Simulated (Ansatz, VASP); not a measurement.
# Two plane-wave programs on Fe

The input INCAR:

```
SYSTEM = Fe
PREC = Accurate
ENCUT = 520
EDIFF = 1E-6
ISMEAR = 0
SIGMA = 0.15
LREAL = .False.
LASPH = .True.
NELM = 150
ALGO = Normal
ISIF = 2
LWAVE = .False.
LCHARG = .True.
ISPIN = 2
MAGMOM = 2.44
LORBIT = 11
LMAXMIX = 4
GGA = PE
LELF = .True.
LVHAR = .True.
NBANDS = 14
```

The input KPOINTS:

```
Automatic mesh
0
Gamma
  12 12 12
  0 0 0
```

The input POSCAR:

```
Fe
1.0
   -1.2192202544      1.2192202544      1.9090550743
    1.2192202544     -1.2192202544      1.9090550743
    1.2192202544      1.2192202544     -1.9090550743
Fe
1
Direct
    0.0000000000      0.0000000000      0.0000000000
```

Input for Ansatz:

```yaml
crystal:
  lattice:
    - [-1.2192202544, 1.2192202544, 1.9090550743]
    - [1.2192202544, -1.2192202544, 1.9090550743]
    - [1.2192202544, 1.2192202544, -1.9090550743]
  atoms:
    - { symbol: Fe, position: [0.0, 0.0, 0.0], spin: 2.44 }
basis:
  ecutwfc: 520.0
kpoints:
  mp_grid: { grid: [12, 12, 12] }
hamiltonian:
  xc: pbe
scf:
  occupations: { method: gaussian, width: 0.15 }
output:
  forces: true
  stress: true
  eigenvalues: true
  populations: true
magnetization:
  spin_polarized: true
```

Alike in both runs: task single point; functional PBE; k mesh 12 × 12 × 12; occupations gaussian, width 0.15 eV; collinear spin.

```csv
,VASP,Ansatz
version,VASP 6.6.1,Ansatz 0.2.0
potentials or method,"VASP PAW PBE potentials, release 64 (Fe), cutoff 520 eV","scalar-relativistic, plane waves, PAW"
valence electrons in the cell,8,16
```

```tsv
	VASP	Ansatz	Ansatz less VASP
gap on the k mesh at the Fermi level (eV)	none	none	-
pressure (GPa)	5.2	5.1	-0.10
traceless stress, the component that is largest in VASP (GPa)	6.55	6.47	-0.087
net moment per atom (μB)	2.29	2.27	-0.021
size of the moment on the site where the two differ most (μB)	2.29	2.30	+0.019
```

Site moments also hang on the region over which each program counts them. A gap of «none» marks a metal or a gap that the smearing closes. The functional is the same, so the differences come from potentials, cutoffs and numerics. VASP's potentials hold 8 valence electrons a cell and Ansatz's 16, so a difference there can come from the potentials and not from the codes.
